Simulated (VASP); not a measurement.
Wanted: the native input for a VASP 6.6.1 run.

```
Task                   : single point
Functional             : r2SCAN
Potentials or basis    : VASP PAW PBE potentials, release 64 (Na_pv, Cl)
Cutoff                 : 520 eV
k mesh                 : 8 × 8 × 8
Occupations            : gaussian, width 0.05 eV
Spin                   : no spin polarisation
Dipole correction      : no
Further INCAR settings : ALGO = Normal; EDIFF = 1e-06; NBANDS = 14
```

Crystal: NaCl.

```
CELL_PARAMETERS angstrom
0.00000 3.05829 2.71848
3.05829 0.00000 2.71848
3.05829 3.05829 0.00000
ATOMIC_POSITIONS crystal
Na 0.00000 0.00000 0.00000
Cl 0.50000 0.50000 0.50000
```

This cell differs from its parent crystal: strain +0.080 along x and y, -0.040 along z.

One way to write it, as run:

POSCAR

```
NaCl
1.0
    0.0000000000      3.0582900000      2.7184800000
    3.0582900000      0.0000000000      2.7184800000
    3.0582900000      3.0582900000      0.0000000000
Na Cl
1 1
Direct
    0.0000000000      0.0000000000      0.0000000000
    0.5000000000      0.5000000000      0.5000000000
```

INCAR.step1

```
ALGO = Normal
EDIFF = 1E-4
ENCUT = 520
GGA = PE
ISMEAR = 0
LASPH = T
LCHARG = F
LREAL = F
LWAVE = T
NBANDS = 14
NELM = 80
PREC = Accurate
SIGMA = 0.05
```

INCAR.step2

```
ALGO = Normal
EDIFF = 1E-6
ENCUT = 520
ISIF = 2
ISMEAR = 0
ISTART = 1
LASPH = T
LCHARG = F
LMIXTAU = T
LREAL = F
LWAVE = F
METAGGA = R2SCAN
NBANDS = 14
NELM = 80
PREC = Accurate
SIGMA = 0.05
```

KPOINTS

```
k-points
0
Gamma
  8 8 8
```

Potentials or basis: VASP PAW PBE potentials, release 64 (Na_pv, Cl).

Command:

```console
$ cat potpaw_PBE.64/Na_pv/POTCAR potpaw_PBE.64/Cl/POTCAR > POTCAR
$ cp INCAR.step1 INCAR
$ mpirun -np 1 vasp_std > vasp.out
$ cp INCAR.step2 INCAR
$ mpirun -np 1 vasp_std > vasp.out
```

Results of the run:

| Property | Result |
| --- | --- |
| Pressure | -2.3 GPa |
| Band gap on the k mesh | 5.42 eV |

Caveat: the cell differs from its parent crystal (strain +0.080 along x and y, -0.040 along z); the PAW data sets were made with another functional, which shifts forces and pressure a little.

It took 83 s on 1 thread of Intel(R) Xeon(R) Platinum 8488C (Sapphire Rapids), with other jobs on the host, peak memory 0.19 GiB.
